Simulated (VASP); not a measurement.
Ge, 4 atoms in the cell. It takes space group P6_3/mmc (No. 194, hexagonal). The conventional cell has a = 3.998 Å, b = 3.998 Å, c = 6.599 Å, α = 90.00°, β = 90.00°, γ = 120.00°. Within 3.2 Å of Ge (site symmetry 3m) lie 4 Ge at 2.45 to 2.47 Å. 

* Program: VASP 6.6.1
* Task: single point
* Functional: r2SCAN
* Potentials or basis: VASP PAW PBE potentials, release 64 (Ge_d)
* Cutoff: 520 eV
* k mesh: 6 × 6 × 4
* Occupations: gaussian, width 0.1 eV
* Spin: no spin polarisation
* Dipole correction: no
* Further INCAR settings: ALGO = Normal; EDIFF = 1e-07; NBANDS = 36

Potentials or basis: VASP PAW PBE potentials, release 64 (Ge_d).

Launch:

```sh
$ cat potpaw_PBE.64/Ge_d/POTCAR > POTCAR
$ cp INCAR.step1 INCAR
$ mpirun -np 1 vasp_std > vasp.out
$ cp INCAR.step2 INCAR
$ mpirun -np 1 vasp_std > vasp.out
```

Hardware: 1 thread of Intel(R) Xeon(R) Platinum 8259CL CPU @ 2.50GHz (Skylake/Cascade Lake), on a shared host.

How long does it take, and how much memory?

Wall time 4.5 min on 1 thread of Intel(R) Xeon(R) Platinum 8259CL CPU @ 2.50GHz (Skylake/Cascade Lake), with other jobs on the host, peak memory 0.23 GiB. Counts: k points 21.
